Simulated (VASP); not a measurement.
Input of a VASP 6.6.1 run:

File INCAR:

```
SYSTEM = Si2Sn3
PREC     = Accurate       ! precision mode
ENCUT    = 600            ! plane-wave cutoff, eV
EDIFF    = 1E-6           ! SCF threshold, eV
ISMEAR   = 0              ! smearing method
SIGMA    = 0.1            ! smearing width, eV
LREAL    = .FALSE.        ! projectors in reciprocal space
LASPH    = .TRUE.         ! aspherical terms in the spheres
NELM     = 60             ! most SCF steps
ALGO     = Normal         ! electronic algorithm
ISIF     = 3              ! what is computed and relaxed
LWAVE    = .FALSE.        ! write WAVECAR
LCHARG   = .FALSE.        ! write CHGCAR
GGA      = PE             ! functional
IBRION   = 2              ! ionic algorithm
NSW      = 90             ! ionic steps
EDIFFG   = -0.04          ! ionic threshold
```

KPOINTS

```
regular mesh
0
G
  6 6 2
  0 0 0
```

Contents of POSCAR:

```
Si2Sn3
1.0
    3.0432594600      0.0000000000      0.0000000000
   -1.5216297300      2.6355400000      0.0000000000
    0.0000000000      0.0000000000     14.2889877000
Si Sn
2 3
Direct
    0.0000000000      0.0000000000      0.6000000000
    0.0000000000      0.0000000000      0.4000000000
    0.0000000000      0.0000000000      0.8000000000
    0.0000000000      0.0000000000      0.0000000000
    0.0000000000      0.0000000000      0.2000000000
```

Potentials or basis: VASP PAW PBE potentials, release 64 (Si, Sn_d).

The run is started by

```sh
$ cat potpaw_PBE.64/Si/POTCAR potpaw_PBE.64/Sn_d/POTCAR > POTCAR
$ mpirun -np 1 vasp_std > vasp.out
```

(1) Estimate the space group after relaxing (to 0.1 Å).

(2) Predict the relaxed cell.

(3) Predict the relaxed volume.

## Answers

(1) P6/mmm (No. 191).

(2) a = 3.089 Å, b = 3.089 Å, c = 14.541 Å, α = 90.00°, β = 90.00°, γ = 120.00°.

(3) 24.03 Å³/atom.

Caveat: the k points lie up to 0.39 Å⁻¹ apart in the final cell; the highest band is partly filled, so the run has too few bands.
